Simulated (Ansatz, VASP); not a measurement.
# Two plane-wave programs on YAlC4N4

```
CELL_PARAMETERS angstrom
7.83414 0.00000 0.00000
0.00000 7.83414 0.00000
0.00000 0.00000 3.57713
ATOMIC_POSITIONS crystal
Y 0.50000 0.50000 0.00000
Al 0.00000 0.00000 0.00000
C 0.18125 0.81875 0.00000
C 0.81875 0.18125 0.00000
C 0.18125 0.18125 0.00000
C 0.81875 0.81875 0.00000
N 0.28686 0.71314 0.00000
N 0.71314 0.28686 0.00000
N 0.28686 0.28686 0.00000
N 0.71314 0.71314 0.00000
```

Alike in both runs: functional PBE; k mesh 2 × 2 × 6; occupations gaussian, width 0.1 eV; no spin polarisation.

Ansatz relaxed the structure, and its values are those at the end. VASP's run is a single point on that final structure, the one shown.

|  | VASP | Ansatz |
| --- | --- | --- |
| version | VASP 6.6.1 | Ansatz 0.2.0 |
| potentials or method | VASP PAW PBE potentials, release 64 (Y_sv, Al, C_h, N_h), cutoff 1330 eV | scalar-relativistic, plane waves, PAW |
| valence electrons in the cell | 50 | 50 |

|  | VASP | Ansatz | Ansatz less VASP |
| --- | --- | --- | --- |
| gap on the k mesh at the Fermi level (eV) | 0.23 | 0.23 | -0.005 |
| least direct gap on the mesh (eV) | 0.31 | 0.31 | -0.003 |
| pressure (GPa) | 0.0 | 0.1 | +0.09 |
| rms of the force components (eV/Å) | 0.019 | 0.009 | -0.0098 |

The functional is the same, so the differences come from potentials, cutoffs and numerics.
